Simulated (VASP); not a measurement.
A run of VASP 6.6.1 is set up as follows.

INCAR

```
SYSTEM = GaN
PREC = Accurate
ENCUT = 520
EDIFF = 1E-6
ISMEAR = 0
SIGMA = 0.05
LREAL = .False.
LASPH = .True.
NELM = 100
ALGO = Normal
ISIF = 2
LWAVE = .False.
LCHARG = .False.
GGA = PE
IBRION = 2
NSW = 80
EDIFFG = -0.003
```

Contents of KPOINTS:

```
regular mesh
0
Gamma
  8 8 5
  0 0 0
```

The input POSCAR:

```
GaN
1.0
    3.2081340000      0.0000000000      0.0000000000
   -1.6040670000      2.7451844800      0.0000000000
    0.0000000000      0.0000000000      5.1850000000
Ga N
2 2
Direct
    0.3333333333      0.6666666667      0.0000000000
    0.6666666667      0.3333333333      0.5000000000
    0.3333333333      0.6666666667      0.3770000000
    0.6666666667      0.3333333333      0.8770000000
```

Potentials or basis: VASP PAW PBE potentials, release 64 (Ga_d, N).

The run is started by

```sh
$ cat potpaw_PBE.64/Ga_d/POTCAR potpaw_PBE.64/N/POTCAR > POTCAR
$ mpirun -np 1 vasp_std > vasp.out
```

Q: What does it give for the energy gained by relaxing?

A: 0.2 meV/atom.

Q: Predict the band gap on the k mesh.

A: 1.89 eV.

Final structure:
```
CELL_PARAMETERS angstrom
3.20813 0.00000 0.00000
-1.60407 2.74518 0.00000
0.00000 0.00000 5.18500
ATOMIC_POSITIONS crystal
Ga 0.33297 0.66593 0.00001
Ga 0.66703 0.33407 0.50001
N 0.33214 0.66429 0.37699
N 0.66786 0.33571 0.87699
```
